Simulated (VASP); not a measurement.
# Te2Mo (P6_3/mmc) in VASP: notebook

Te2Mo is run at these levels: PBE+D3(BJ); tasks: single point.

All numbers are computed with VASP 6.6.1; they aren't measurements. Logs are shortened: lines on timing, memory, paths and dates and some standing lists are left out, and cuts for length are marked.

**The experiment to reproduce.**

From “Broadband infrared study of pressure-tunable Fano resonance and metallization transition in 2H-MoTe2”, 2022, pmc:9569381, for a bulk crystal of Te2Mo at 300 K: band gap 0.88 ± 0.05 eV (indirect).

The runs below are set against these values where they give the same quantity.

## (1) The cell of the first run

Symmetry: P6_3/mmc, No. 194, hexagonal system. Conventional cell: a = 3.480 Å, b = 3.480 Å, c = 13.552 Å, α = 90.00°, β = 90.00°, γ = 120.00°. Te (site symmetry 3m) has 3 Mo at 2.71 Å and 10 Te at 3.48 to 3.73 Å within 3.8 Å. Within 3.6 Å of Mo (site symmetry -6m2) lie 6 Te at 2.71 Å and 6 Mo at 3.48 Å.

## (2) Single point, PBE+D3(BJ) (23.69 Å³/atom)

INCAR reads:

```
SYSTEM = Te2Mo
PREC = Accurate ; ENCUT = 520
EDIFF = 1E-6 ; ISMEAR = 0
SIGMA = 0.05 ; LREAL = .False.
LASPH = .True. ; NELM = 80
ALGO = Normal ; ISIF = 2
LWAVE = .False. ; LCHARG = .False.
GGA = PE ; IVDW = 12
NBANDS = 35
```

KPOINTS reads:

```
regular mesh
0
Gamma
  10 10 2
  0 0 0
```

POSCAR reads:

```
Te2Mo
1.0
    3.4802515699      0.0000000000      0.0000000000
   -1.7401257850      3.0139862711      0.0000000000
    0.0000000000      0.0000000000     13.5522694473
Te Mo
4 2
Direct
    0.3333333333      0.6666666667      0.6157582288
    0.6666666667      0.3333333333      0.1157582288
    0.3333333333      0.6666666667      0.8842417712
    0.6666666667      0.3333333333      0.3842417712
    0.3333333333      0.6666666667      0.2500000000
    0.6666666667      0.3333333333      0.7500000000
```

Potentials or basis: VASP PAW PBE potentials, release 64 (Te, Mo_sv).

The run is started by

```
> cat potpaw_PBE.64/Te/POTCAR potpaw_PBE.64/Mo_sv/POTCAR > POTCAR
> mpirun -np 1 vasp_std > vasp.out
```

OUTCAR:

```text
SYSTEM = Te2Mo
   PREC = Accurate
   ENCUT = 520
   EDIFF = 1E-6
   ISMEAR = 0
   LREAL = .False.
   LASPH = .True.
   NELM = 80
   ISIF = 2
   GGA = PE
   IVDW = 12
 IVDW          = 12

 ion  position               nearest neighbor table
   1  0.333  0.667  0.616-   6 2.71   6 2.71   6 2.71   3 3.64
   2  0.667  0.333  0.116-   5 2.71   5 2.71   5 2.71   4 3.64
   3  0.333  0.667  0.884-   6 2.71   6 2.71   6 2.71   1 3.64
   4  0.667  0.333  0.384-   5 2.71   5 2.71   5 2.71   2 3.64
   5  0.333  0.667  0.250-   2 2.71   4 2.71   2 2.71   4 2.71   2 2.71   4 2.71
   6  0.667  0.333  0.750-   1 2.71   3 2.71   1 2.71   3 2.71   1 2.71   3 2.71

  LATTYP: Found a hexagonal cell.
 ALAT       =     3.4802515699
 C/A-ratio  =     3.8940487994

  Lattice vectors:

 A1 = (   3.4802515699,   0.0000000000,   0.0000000000)
 A2 = (  -1.7401257850,   3.0139862711,   0.0000000000)
 A3 = (   0.0000000000,   0.0000000000,  13.5522694473)

Analysis of symmetry for initial positions (statically):
=====================================================================
 Subroutine PRICEL returns:
 Original cell was already a primitive cell.

 Routine SETGRP: Setting up the symmetry group for a
 hexagonal supercell.

 Subroutine GETGRP returns: Found 24 space group operations
 (whereof 12 operations were pure point group operations)
 out of a pool of 24 trial point group operations.

The static configuration has the point symmetry D_3d.
 The point group associated with its full space group is D_6h.

Analysis of symmetry for dynamics (positions and initial velocities):
=====================================================================
 Subroutine PRICEL returns:
 Original cell was already a primitive cell.

 Routine SETGRP: Setting up the symmetry group for a
 hexagonal supercell.

 Subroutine GETGRP returns: Found 24 space group operations
 (whereof 12 operations were pure point group operations)
 out of a pool of 24 trial point group operations.

The dynamic configuration has the point symmetry D_3d.
 The point group associated with its full space group is D_6h.

 Subroutine INISYM returns: Found 24 space group operations
 (whereof 12 operations are pure point group operations),
 and found     1 'primitive' translations

[... 102 lines left out ...]
   EDIFF  = 0.1E-05   stopping-criterion for ELM
   LREAL  =      F    real-space projection
   EDIFFG = 0.1E-04   stopping-criterion for IOM
   NSW    =      0    number of steps for IOM
   IBRION =     -1    ionic relax: 0-MD 1-quasi-New 2-CG
   NFREE  =      0    steps in history (QN), initial steepest desc. (CG)
   ISIF   =      2    stress and relaxation
   ISYM   =      2    0-nonsym 1-usesym 2-fastsym
   POTIM  = 0.5000    time-step for ionic-motion
   TEBEG  =    0.0;   TEEND  =   0.0 temperature during run
   PSTRESS=    0.0 pullay stress
   NELECT =      52.0000    total number of electrons
   NUPDOWN=      -1.0000    fix difference up-down
   EMIN   =  10.00;   EMAX   =-10.00  energy-range for DOS
   EFERMI =   0.00;   METHOD = LEGACY
   ISMEAR =     0;   SIGMA  =   0.05  broadening in eV -4-tet -1-fermi 0-gaus
   EFERMI_NEDOS =   21; number of points for ismear=-14 and -15
   IALGO  =     38    algorithm
   IMIX   =      4    mixing-type and parameters
     AMIX     =   0.40;   BMIX     =  1.00
     AMIX_MAG =   1.60;   BMIX_MAG =  1.00
  volume/ion in A,a.u.               =      23.69       159.89
  Fermi-wavevector in a.u.,A,eV,Ry     =   1.170814  2.212518 18.650945  1.370806
  Thomas-Fermi vector in A             =   2.307267
   LORBIT       =      0    0 simple, 1 ext, 2 COOP (PROOUT), +10 PAW based schemes
   GGA     = PE    functional components
   LHFCALC =     F    Hartree Fock is set to
   AEXX    =    0.0000 exact exchange contribution
   IVDW    =    12    specifies the selected vdW correction
   LEPSILON=     F    determine dielectric tensor
   LRPA    =     F    only Hartree local field effects (RPA)
 non-spin polarized calculation
 Gauss-broadening in eV      SIGMA  =   0.05
  energy-cutoff  :      520.00
  volume of cell :      142.16
 maximum number of plane-waves:      3866
 NGX is ok and might be reduce to    28
   NGX = 13   NGY = 13   NGZ = 51

 number of electron      52.0000002 magnetization

 Free energy of the ion-electron system (eV)
  ---------------------------------------------------
  ext. energy  EPLUGINS =         0.00000000
  ---------------------------------------------------
  free energy    TOTEN  =       -35.83081716 eV

  energy without entropy =      -35.83081716  energy(sigma->0) =      -35.83081716

 E-fermi :   9.2166     XC(G=0): -10.7557

 val. band max:        8.9683282703   @ k =   0.1000   0.0000   0.0000
 cond. band min:       9.4696588841   @ k =   0.2000   0.2000   0.0000
 fundamental gap:      0.5013306137
 Fermi energy:         9.2165761304

 k-point     1 :       0.0000    0.0000    0.0000
  band No.  band energies     occupation
      1     -51.9334      2.00000
      2     -51.9333      2.00000
      3     -26.1192      2.00000
      4     -26.1192      2.00000
      5     -25.9673      2.00000
      6     -25.9673      2.00000
[... 901 lines left out ...]
     34      12.1830      0.00000
     35      13.5286      0.00000

 [... further k-points ...]

------------------------ aborting loop because EDIFF is reached ----------------------------------------

 Edisp (eV)   -3.39165

 E8    (eV) :    -1.5622

  FORCE on cell =-STRESS in cart. coord.  units (eV):
  Direction    XX          YY          ZZ          XY          YZ          ZX
  --------------------------------------------------------------------------------------
  -------------------------------------------------------------------------------------
  Total       0.85866     0.85866     0.93139    -0.00000    -0.00000     0.00000
  in kB       9.67758     9.67758    10.49732    -0.00000    -0.00000     0.00000
  external pressure =        9.95 kB  Pullay stress =        0.00 kB

 VOLUME and BASIS-vectors are now :
 -----------------------------------------------------------------------------
  energy-cutoff  :      520.00
  volume of cell :      142.16
      direct lattice vectors                 reciprocal lattice vectors
     3.480251570  0.000000000  0.000000000     0.287335550  0.165893257  0.000000000
    -1.740125785  3.013986271  0.000000000     0.000000000  0.331786515  0.000000000
     0.000000000  0.000000000 13.552269447     0.000000000  0.000000000  0.073788379

 POSITION                                       TOTAL-FORCE (eV/Angst)
 -----------------------------------------------------------------------------------
     -0.00000      2.00932      8.34492         0.000000      0.000000     -0.015922
      1.74013      1.00466      1.56879         0.000000      0.000000     -0.015922
     -0.00000      2.00932     11.98348         0.000000      0.000000      0.015922
      1.74013      1.00466      5.20735         0.000000      0.000000      0.015922
     -0.00000      2.00932      3.38807         0.000000      0.000000      0.000000
      1.74013      1.00466     10.16420        -0.000000     -0.000000      0.000000
 -----------------------------------------------------------------------------------
    total drift:                                0.000000     -0.000000      0.000000

  FREE ENERGIE OF THE ION-ELECTRON SYSTEM (eV)
  ---------------------------------------------------
  free  energy   TOTEN  =       -39.2224649485 eV

  energy  without entropy=      -39.2224649485  energy(sigma->0) =      -39.22246495
```

stdout:

```text
POSCAR found type information on POSCAR TeMo
 POSCAR found :  2 types and       6 ions
 scaLAPACK will be used
 LDA part: xc-table for (Slater+PW92), standard interpolation
 POSCAR, INCAR and KPOINTS ok, starting setup
 FFT: planning ... GRIDC
 FFT: planning ... GRID_SOFT
 FFT: planning ... GRID
 WAVECAR not read
 entering main loop
```

It took 2.4 min on 1 thread of AMD EPYC 7R43 (Zen 3), shared host; peak memory 0.31 GiB.

Results:

```yaml
Free_energy: -39.2225 eV
Pressure: 1.0 GPa
Largest_force: 0.016 eV/Å
Band_gap_on_the_k_mesh: 0.50 eV (least direct gap 1.11 eV)
Dispersion_energy_per_atom: -0.565 eV
```

Forces in eV/Å, atoms in the order of the input:
```
Te   0.000  0.000 -0.016
Te   0.000  0.000 -0.016
Te   0.000  0.000  0.016
Te   0.000  0.000  0.016
Mo   0.000  0.000  0.000
Mo   0.000  0.000  0.000
```

Caveat: spin-orbit coupling is left out, which moves the levels of the heavy elements.

## (3) Single point, PBE+D3(BJ)

This run uses another cell than the first one, of 24.18 Å³/atom.

INCAR reads:

```
SYSTEM = Te2Mo
PREC = Accurate
ENCUT = 520
EDIFF = 1E-7
ISMEAR = 0
SIGMA = 0.05
LREAL = .False.
LASPH = .True.
NELM = 100
ALGO = Normal
ISIF = 2
LWAVE = .False.
LCHARG = .False.
GGA = PE
IVDW = 12
NBANDS = 35
```

KPOINTS is that of step 2.

POSCAR reads:

```
Te2Mo
1.0
    3.4964340951      0.0000000000      0.0000000000
   -1.7482170476      3.0280007490      0.0000000000
    0.0000000000      0.0000000000     13.7011346687
Te Mo
4 2
Direct
    0.3333333333      0.6666666667      0.6173445263
    0.6666666667      0.3333333333      0.1173445263
    0.3333333333      0.6666666667      0.8826554737
    0.6666666667      0.3333333333      0.3826554737
    0.3333333333      0.6666666667      0.2500000000
    0.6666666667      0.3333333333      0.7500000000
```

Potentials or basis: VASP PAW PBE potentials, release 64 (Te, Mo_sv).

The run is started by

```
> cat potpaw_PBE.64/Te/POTCAR potpaw_PBE.64/Mo_sv/POTCAR > POTCAR
> mpirun -np 1 vasp_std > vasp.out
```

OUTCAR:

```text
SYSTEM = Te2Mo
   PREC = Accurate
   ENCUT = 520
   EDIFF = 1E-7
   ISMEAR = 0
   LREAL = .False.
   LASPH = .True.
   NELM = 100
   ISIF = 2
   GGA = PE
   IVDW = 12
 IVDW          = 12

 ion  position               nearest neighbor table
   1  0.333  0.667  0.617-   6 2.72   6 2.72   6 2.72   3 3.64
   2  0.667  0.333  0.117-   5 2.72   5 2.72   5 2.72   4 3.64
   3  0.333  0.667  0.883-   6 2.72   6 2.72   6 2.72   1 3.64
   4  0.667  0.333  0.383-   5 2.72   5 2.72   5 2.72   2 3.64
   5  0.333  0.667  0.250-   2 2.72   4 2.72   2 2.72   4 2.72   2 2.72   4 2.72
   6  0.667  0.333  0.750-   1 2.72   3 2.72   1 2.72   3 2.72   1 2.72   3 2.72

  LATTYP: Found a hexagonal cell.
 ALAT       =     3.4964340951
 C/A-ratio  =     3.9186022948

  Lattice vectors:

 A1 = (   3.4964340951,   0.0000000000,   0.0000000000)
 A2 = (  -1.7482170476,   3.0280007490,   0.0000000000)
 A3 = (   0.0000000000,   0.0000000000,  13.7011346687)

Analysis of symmetry for initial positions (statically):
=====================================================================
[... 186 lines left out ...]
 cond. band min:       9.2208442378   @ k =   0.2000   0.2000   0.0000
 fundamental gap:      0.5904391495
 Fermi energy:         8.9140841819

 k-point     1 :       0.0000    0.0000    0.0000
  band No.  band energies     occupation
      1     -52.2229      2.00000
      2     -52.2229      2.00000
      3     -26.3998      2.00000
      4     -26.3997      2.00000
      5     -26.2587      2.00000
      6     -26.2587      2.00000
[... 901 lines left out ...]
     34      11.8729      0.00000
     35      13.1853      0.00000

 [... further k-points ...]

------------------------ aborting loop because EDIFF is reached ----------------------------------------

 Edisp (eV)   -3.32373

 E8    (eV) :    -1.5315

  FORCE on cell =-STRESS in cart. coord.  units (eV):
  Direction    XX          YY          ZZ          XY          YZ          ZX
  --------------------------------------------------------------------------------------
  -------------------------------------------------------------------------------------
  Total      -0.02289    -0.02289     0.01962     0.00000     0.00000     0.00000
  in kB      -0.25283    -0.25283     0.21667     0.00000     0.00000     0.00000
  external pressure =       -0.10 kB  Pullay stress =        0.00 kB

 VOLUME and BASIS-vectors are now :
 -----------------------------------------------------------------------------
  energy-cutoff  :      520.00
  volume of cell :      145.06
      direct lattice vectors                 reciprocal lattice vectors
     3.496434095  0.000000000  0.000000000     0.286005677  0.165125455  0.000000000
    -1.748217048  3.028000749  0.000000000     0.000000000  0.330250909  0.000000000
     0.000000000  0.000000000 13.701134669     0.000000000  0.000000000  0.072986656

 POSITION                                       TOTAL-FORCE (eV/Angst)
 -----------------------------------------------------------------------------------
     -0.00000      2.01867      8.45832        -0.000000      0.000000     -0.009932
      1.74822      1.00933      1.60775        -0.000000      0.000000     -0.009932
     -0.00000      2.01867     12.09338        -0.000000     -0.000000      0.009932
      1.74822      1.00933      5.24281        -0.000000     -0.000000      0.009932
     -0.00000      2.01867      3.42528         0.000000     -0.000000      0.000000
      1.74822      1.00933     10.27585        -0.000000     -0.000000      0.000000
 -----------------------------------------------------------------------------------
    total drift:                                0.000000     -0.000000      0.000000

  FREE ENERGIE OF THE ION-ELECTRON SYSTEM (eV)
  ---------------------------------------------------
  free  energy   TOTEN  =       -39.2307705661 eV

  energy  without entropy=      -39.2307705661  energy(sigma->0) =      -39.23077057
```

stdout:

```text
POSCAR found type information on POSCAR TeMo
 POSCAR found :  2 types and       6 ions
 scaLAPACK will be used
 LDA part: xc-table for (Slater+PW92), standard interpolation
 POSCAR, INCAR and KPOINTS ok, starting setup
 FFT: planning ... GRIDC
 FFT: planning ... GRID_SOFT
 FFT: planning ... GRID
 WAVECAR not read
 entering main loop
```

Wall time 2.8 min (1 thread of AMD EPYC 7R43 (Zen 3), shared host); peak memory 0.3 GiB.

What came out:

| Quantity | Value |
| --- | --- |
| Free energy | -39.2308 eV |
| Pressure | 0.0 GPa |
| Largest force | 0.010 eV/Å |
| Band gap on the k mesh | 0.59 eV (least direct gap 1.16 eV) |
| Dispersion energy per atom | -0.554 eV |

Forces in eV/Å, atoms in the order of the input:
```
Te   0.000  0.000 -0.010
Te   0.000  0.000 -0.010
Te   0.000  0.000  0.010
Te   0.000  0.000  0.010
Mo   0.000  0.000  0.000
Mo   0.000  0.000  0.000
```

Levels at points of the mesh, in eV from the valence-band top:
| k point | band 24 | band 25 | band 26 | band 27 | band 28 | band 29 |
| --- | --- | --- | --- | --- | --- | --- |
| (0.00, 0.00, 0.00) | -1.01 | -0.18 | 0.00 | 2.87 | 2.87 | 3.05 |
| (0.50, 0.00, 0.00) | -1.03 | -0.66 | -0.26 | 1.26 | 1.34 | 1.41 |
| (0.00, 0.00, 0.50) | -1.04 | -0.05 | -0.05 | 2.91 | 2.91 | 2.91 |
| (0.50, 0.00, 0.50) | -1.04 | -0.46 | -0.46 | 1.29 | 1.29 | 1.63 |

Caveat: spin-orbit coupling is left out, which moves the levels of the heavy elements.

[end of part 1 of 2]
